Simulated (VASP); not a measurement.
# GaN (F-43m) in VASP: settings compared, part 2 of 2

VASP 6.6.1. The steps go on from the part before.

## Step 3: Single point, b88 exchange, pbe correlation

This run uses another cell than the first one, of 11.67 Å³/atom.

INCAR

```
ALGO = Normal
EDIFF = 1E-6
ENCUT = 600
GGA = LIBXC
GGA_COMPAT = F
ISIF = 2
ISMEAR = -1
LASPH = T
LCHARG = T
LELF = T
LIBXC1 = GGA_X_B88
LIBXC2 = GGA_C_PBE
LREAL = F
LVHAR = T
LWAVE = F
NBANDS = 16
NELM = 120
PREC = Accurate
SIGMA = 0.05
```

KPOINTS

```
k-points
0
Gamma
  10 10 10
```

POSCAR

```
GaN
1.0
    0.0000000000      2.2684248875      2.2684248875
    2.2684248875      0.0000000000      2.2684248875
    2.2684248875      2.2684248875      0.0000000000
Ga N
1 1
Direct
    0.0000000000      0.0000000000      0.0000000000
    0.2500000000      0.2500000000      0.2500000000
```

Potentials or basis: VASP PAW PBE potentials, release 64 (Ga_d, N).

Started as:

```console
$ cat potpaw_PBE.64/Ga_d/POTCAR potpaw_PBE.64/N/POTCAR > POTCAR
$ mpirun -np 1 vasp_std > vasp.out
```

Wall time 25 s (1 thread of Intel Xeon 6975P-C (Granite Rapids), shared host); peak memory 0.16 GiB.

The run converged. Its results:

```
Free energy            : -11.9390 eV
Pressure               : 0.9 GPa
Band gap on the k mesh : 1.60 eV
```

Levels at points of the mesh, in eV from the valence-band top:
| k point | band 5 | band 6 | band 7 | band 8 | band 9 | band 10 | band 11 | band 12 | band 13 | band 14 |
| --- | --- | --- | --- | --- | --- | --- | --- | --- | --- | --- |
| (0.00, 0.00, 0.00) | -13.17 | -13.17 | 0.00 | 0.00 | 0.00 | 1.60 | 10.18 | 10.18 | 10.18 | 17.33 |
| (0.50, 0.00, 0.00) | -13.13 | -11.91 | -6.90 | -0.94 | -0.94 | 4.50 | 8.63 | 10.26 | 10.26 | 15.47 |
| (0.50, 0.50, 0.00) | -13.10 | -11.47 | -6.04 | -2.63 | -2.63 | 3.35 | 6.54 | 11.57 | 13.75 | 13.75 |

Caveat: the PAW data sets were made with another functional, which shifts forces and pressure a little.

## Step 4: Single point, b88 exchange, pbe correlation

This run uses another cell than the first one, of 11.90 Å³/atom.

INCAR

```
SYSTEM = GaN
PREC = Accurate
ENCUT = 600
EDIFF = 1E-6
ISMEAR = -1
SIGMA = 0.05
LREAL = .False.
LASPH = .True.
NELM = 120
ALGO = Normal
ISIF = 2
LWAVE = .False.
LCHARG = .False.
GGA = LIBXC
LIBXC1 = GGA_X_B88
LIBXC2 = GGA_C_PBE
NBANDS = 16
GGA_COMPAT = .False.
```

KPOINTS

```
Automatic mesh
0
Gamma
  10 10 10
  0 0 0
```

POSCAR

```
GaN
1.0
    0.0000000000      2.2831553320      2.2831553320
    2.2831553320      0.0000000000      2.2831553320
    2.2831553320      2.2831553320      0.0000000000
Ga N
1 1
Direct
    0.0000000000      0.0000000000      0.0000000000
    0.2500000000      0.2500000000      0.2500000000
```

Started as:

```console
$ cat potpaw_PBE.64/Ga_d/POTCAR potpaw_PBE.64/N/POTCAR > POTCAR
$ mpirun -np 1 vasp_std > vasp.out
```

Run time: 25 s. Hardware: 1 thread of Intel Xeon 6975P-C (Granite Rapids), shared host; peak memory 0.17 GiB.

The run converged. Its results:

- Free energy: -11.9373 eV
- Pressure: -2.4 GPa
- Band gap on the k mesh: 1.47 eV

Levels at points of the mesh, in eV from the valence-band top:
| k point | band 7 | band 8 | band 9 | band 10 | band 11 | band 12 |
| --- | --- | --- | --- | --- | --- | --- |
| (0.00, 0.00, 0.00) | 0.00 | 0.00 | 0.00 | 1.47 | 10.06 | 10.06 |
| (0.50, 0.00, 0.00) | -6.78 | -0.92 | -0.92 | 4.37 | 8.53 | 10.16 |
| (0.50, 0.50, 0.00) | -5.96 | -2.56 | -2.56 | 3.34 | 6.43 | 11.44 |

Caveat: the PAW data sets were made with another functional, which shifts forces and pressure a little.

## Step 5: Single point, b88 exchange, pbe correlation

This run uses another cell than the first one, of 12.13 Å³/atom.

Changes to INCAR since step 4:

```diff
@@ -12,3 +12,3 @@
 LWAVE = .False.
-LCHARG = .False.
+LCHARG = .True.
 GGA = LIBXC
@@ -16,2 +16,4 @@
 LIBXC2 = GGA_C_PBE
+LELF = .True.
+LVHAR = .True.
 NBANDS = 16
```

KPOINTS is that of step 4.

POSCAR

```
GaN
1.0
    0.0000000000      2.2976981147      2.2976981147
    2.2976981147      0.0000000000      2.2976981147
    2.2976981147      2.2976981147      0.0000000000
Ga N
1 1
Direct
    0.0000000000      0.0000000000      0.0000000000
    0.2500000000      0.2500000000      0.2500000000
```

Potentials or basis: VASP PAW PBE potentials, release 64 (Ga_d, N).

Started as:

```console
$ cat potpaw_PBE.64/Ga_d/POTCAR potpaw_PBE.64/N/POTCAR > POTCAR
$ mpirun -np 1 vasp_std > vasp.out
```

OUTCAR:

```text
SYSTEM = GaN
   PREC = Accurate
   ENCUT = 600
   EDIFF = 1E-6
   ISMEAR = -1
   LREAL = .False.
   LASPH = .True.
   NELM = 120
   ISIF = 2
   GGA = LIBXC

 ion  position               nearest neighbor table
   1  0.000  0.000  0.000-   2 1.99   2 1.99   2 1.99   2 1.99
   2  0.250  0.250  0.250-   1 1.99   1 1.99   1 1.99   1 1.99

  LATTYP: Found a face centered cubic cell.
 ALAT       =     4.5953962294

  Lattice vectors:

 A1 = (   0.0000000000,   2.2976981147,   2.2976981147)
 A2 = (   2.2976981147,   0.0000000000,   2.2976981147)
 A3 = (   2.2976981147,   2.2976981147,   0.0000000000)

Analysis of symmetry for initial positions (statically):
=====================================================================
 Subroutine PRICEL returns:
 Original cell was already a primitive cell.

 Routine SETGRP: Setting up the symmetry group for a
 face centered cubic supercell.

 Subroutine GETGRP returns: Found 24 space group operations
 (whereof 24 operations were pure point group operations)
 out of a pool of 48 trial point group operations.

The static configuration has the point symmetry T_d .

[... 154 lines left out ...]
  ext. energy  EPLUGINS =         0.00000000
  ---------------------------------------------------
  free energy    TOTEN  =       -11.92670089 eV

  energy without entropy =      -11.92670088  energy(sigma->0) =      -11.92670088

 E-fermi :   5.3388     XC(G=0): -11.3873

 val. band max:        4.6165465561   @ k =   0.0000   0.0000   0.0000
 cond. band min:       5.9681028591   @ k =   0.0000   0.0000   0.0000
 fundamental gap:      1.3515563029
 Fermi energy:         5.3388246505

 k-point     1 :       0.0000    0.0000    0.0000
  band No.  band energies     occupation
      1     -10.8379      2.00000
      2      -8.8327      2.00000
      3      -8.8327      2.00000
      4      -8.8327      2.00000
      5      -8.5688      2.00000
      6      -8.5688      2.00000
[... 433 lines left out ...]
      3      -8.6460      2.00000
      4      -8.6457      2.00000
      5      -8.5178      2.00000
      6      -7.5524      2.00000
[... 8 lines left out ...]
     15      25.9792      0.00000
     16      26.4240      0.00000

 [... further k-points ...]
[... 5 lines left out ...]
  --------------------------------------------------------------------------------------
  -------------------------------------------------------------------------------------
  Total       -0.8138869     -0.8138869     -0.8138869     -0.0000000      0.0000000     -0.0000000
  in kB      -53.7484267    -53.7484267    -53.7484267     -0.0000000      0.0000000     -0.0000000
  external PRESSURE =     -53.7484267 kB  Pullay stress =       0.0000000 kB

 VOLUME and BASIS-vectors are now :
 -----------------------------------------------------------------------------
  energy-cutoff  :      600.00
  volume of cell :       24.26
      direct lattice vectors                 reciprocal lattice vectors
     0.000000000  2.297698115  2.297698115    -0.217609092  0.217609092  0.217609092
     2.297698115  0.000000000  2.297698115     0.217609092 -0.217609092  0.217609092
     2.297698115  2.297698115  0.000000000     0.217609092  0.217609092 -0.217609092

 POSITION                                       TOTAL-FORCE (eV/Angst)
 -----------------------------------------------------------------------------------
      0.00000      0.00000      0.00000        -0.000000     -0.000000     -0.000000
      1.14885      1.14885      1.14885         0.000000      0.000000      0.000000
 -----------------------------------------------------------------------------------
    total drift:                                0.000000      0.000000      0.000000

  FREE ENERGIE OF THE ION-ELECTRON SYSTEM (eV)
  ---------------------------------------------------
  free  energy   TOTEN  =       -11.9267008857 eV

  energy  without entropy=      -11.9267008753  energy(sigma->0) =      -11.92670088
```

It took 34 s on 1 thread of Intel Xeon 6975P-C (Granite Rapids), shared host; peak memory 0.16 GiB.

What came out:

```yaml
Free_energy: -11.9267 eV
Pressure: -5.4 GPa
Band_gap_on_the_k_mesh: 1.35 eV
```

Levels at points of the mesh, in eV from the valence-band top:
```
           k point  band 6  band 7  band 8  band 9  band 10  band 11  band 12  band 13
(0.00, 0.00, 0.00)  -13.19    0.00    0.00    0.00     1.35     9.94     9.94     9.94
(0.50, 0.00, 0.00)  -11.91   -6.66   -0.90   -0.90     4.24     8.44    10.06    10.06
(0.50, 0.50, 0.00)  -11.48   -5.89   -2.50   -2.50     3.34     6.31    11.32    13.35
```

Caveat: the cell stands under tension; the PAW data sets were made with another functional, which shifts forces and pressure a little.

## Step 6: Single point, b88 exchange, pbe correlation

This run uses another cell than the first one, of 11.44 Å³/atom.

INCAR

```
PREC     = Accurate       # precision mode
ENCUT    = 600            # plane-wave cutoff, eV
EDIFF    = 1E-6           # SCF threshold, eV
ISMEAR   = -1             # smearing method
SIGMA    = 0.05           # smearing width, eV
LREAL    = False          # projectors in reciprocal space
LASPH    = True           # aspherical terms in the spheres
NELM     = 120            # most SCF steps
ALGO     = Normal         # electronic algorithm
ISIF     = 2              # what is computed and relaxed
LWAVE    = False          # write WAVECAR
LCHARG   = False          # write CHGCAR
GGA      = LIBXC          # functional
LIBXC1   = GGA_X_B88    
LIBXC2   = GGA_C_PBE    
NBANDS   = 16             # bands
GGA_COMPAT= False
```

KPOINTS

```
Automatic mesh
0
Gamma
  10 10 10
```

POSCAR

```
GaN
1.0
    0.0000000000      2.2535006075      2.2535006075
    2.2535006075      0.0000000000      2.2535006075
    2.2535006075      2.2535006075      0.0000000000
Ga N
1 1
Direct
    0.0000000000      0.0000000000      0.0000000000
    0.2500000000      0.2500000000      0.2500000000
```

Potentials or basis: VASP PAW PBE potentials, release 64 (Ga_d, N).

Started as:

```console
$ cat potpaw_PBE.64/Ga_d/POTCAR potpaw_PBE.64/N/POTCAR > POTCAR
$ mpirun -np 1 vasp_std > vasp.out
```

Wall time 40 s (1 thread of AMD EPYC 7R43 (Zen 3), shared host); peak memory 0.13 GiB.

Results (log left out):

```yaml
Free_energy: -11.9308 eV
Pressure: 4.5 GPa
Band_gap_on_the_k_mesh: 1.73 eV
```

Levels at points of the mesh, in eV from the valence-band top:
```csv
k point,band 6,band 7,band 8,band 9,band 10,band 11,band 12,band 13
"(0.00, 0.00, 0.00)",-13.16,0.00,0.00,0.00,1.73,10.30,10.30,10.30
"(0.50, 0.00, 0.00)",-11.90,-7.03,-0.97,-0.97,4.64,8.73,10.37,10.37
"(0.50, 0.50, 0.00)",-11.48,-6.12,-2.70,-2.70,3.36,6.66,11.71,13.96
```

Caveat: the cell stands under pressure; the PAW data sets were made with another functional, which shifts forces and pressure a little.

## Step 7: The runs side by side

| cell | gap on the mesh (eV) | pressure (GPa) |
| --- | --- | --- |
| a = 3.166 Å, angles 60.0°, 2 atoms | 1.86 | 8.6 |
| a = 3.208 Å, angles 60.0°, 2 atoms | 1.60 | 0.9 |
| a = 3.229 Å, angles 60.0°, 2 atoms | 1.47 | -2.4 |
| a = 3.249 Å, angles 60.0°, 2 atoms | 1.35 | -5.4 |
| a = 3.187 Å, angles 60.0°, 2 atoms | 1.73 | 4.5 |

Alike in all rows: task single point; level b88 exchange, pbe correlation; potentials or basis VASP PAW PBE potentials, release 64 (Ga_d, N); no spin polarisation; k mesh 10 × 10 × 10; cutoff (eV) 600; smearing fermi-dirac 0.05 eV.

Caveats: the PAW data sets were made with another functional, which shifts forces and pressure a little; the cell stands under pressure (at least some runs); the cell stands under tension (at least some runs).

Absolute energies hang on the potentials; compare differences alone.
